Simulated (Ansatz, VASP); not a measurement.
# One calculation of Bi2B3Br, two programs

The input INCAR:

```
ALGO     = Normal         # electronic algorithm
EDIFF    = 1E-6           # SCF threshold, eV
ENCUT    = 520            # plane-wave cutoff, eV
GGA      = PE             # functional
ISIF     = 2              # what is computed and relaxed
ISMEAR   = 0              # smearing method
LASPH    = True           # aspherical terms in the spheres
LCHARG   = True           # write CHGCAR
LELF     = True           # ELF
LREAL    = False          # projectors in reciprocal space
LVHAR    = True         
LWAVE    = False          # write WAVECAR
NBANDS   = 32             # bands
NELM     = 80             # most SCF steps
PREC     = Accurate       # precision mode
SIGMA    = 0.1            # smearing width, eV
```

File KPOINTS:

```
k-points
0
Gamma
  4 4 4
```

The input POSCAR:

```
Bi2B3Br
1.0
    4.7749944800      0.0000000000      0.0000000000
    0.0000000000      4.7749944800      0.0000000000
    0.0000000000      0.0000000000      6.1178720800
B Bi Br
3 2 1
Direct
    0.0000000000      0.0000000000      0.8739997500
    0.0000000000      0.0000000000      0.1260002500
    0.0000000000      0.0000000000      0.5000000000
    0.0000000000      0.5000000000      0.0000000000
    0.5000000000      0.0000000000      0.0000000000
    0.5000000000      0.5000000000      0.0000000000
```

Input for Ansatz:

```yaml
crystal:
  lattice:
    - [4.77499448, 0.0, 0.0]
    - [0.0, 4.77499448, 0.0]
    - [0.0, 0.0, 6.11787208]
  atoms:
    - { symbol: B, position: [0.0, 0.0, 0.87399975] }
    - { symbol: B, position: [0.0, 0.0, 0.12600025] }
    - { symbol: B, position: [0.0, 0.0, 0.5] }
    - { symbol: Bi, position: [0.0, 0.5, 0.0] }
    - { symbol: Bi, position: [0.5, 0.0, 0.0] }
    - { symbol: Br, position: [0.5, 0.5, 0.0] }
basis:
  ecutwfc: 420
kpoints:
  mp_grid: { grid: [4, 4, 4] }
hamiltonian:
  xc: pbe
scf:
  occupations: { method: gaussian, width: 0.1 }
  lower_state_search: "off"
output:
  forces: true
  stress: true
  eigenvalues: true
```

Alike in both runs: task single point; functional PBE; k mesh 4 × 4 × 4; occupations gaussian, width 0.1 eV; no spin polarisation.

```csv
,VASP,Ansatz
version,VASP 6.6.1,Ansatz 0.2.0
potentials or method,"VASP PAW PBE potentials, release 64 (B, Bi_d, Br), cutoff 520 eV","scalar-relativistic, plane waves, PAW"
valence electrons in the cell,46,46
```

Ansatz gave:

```
gap on the k mesh at the Fermi level (eV) : none
rms of the force components (eV/Å)        : 1.580
```

Estimate VASP's values.

gap on the k mesh at the Fermi level (eV): none; rms of the force components (eV/Å): 1.591.

Atom by atom the forces differ by 0.011 eV/Å (rms over components). A gap of «none» marks a metal or a gap that the smearing closes. The functional is the same, so the differences come from potentials, cutoffs and numerics.

Spin-orbit coupling is off throughout.
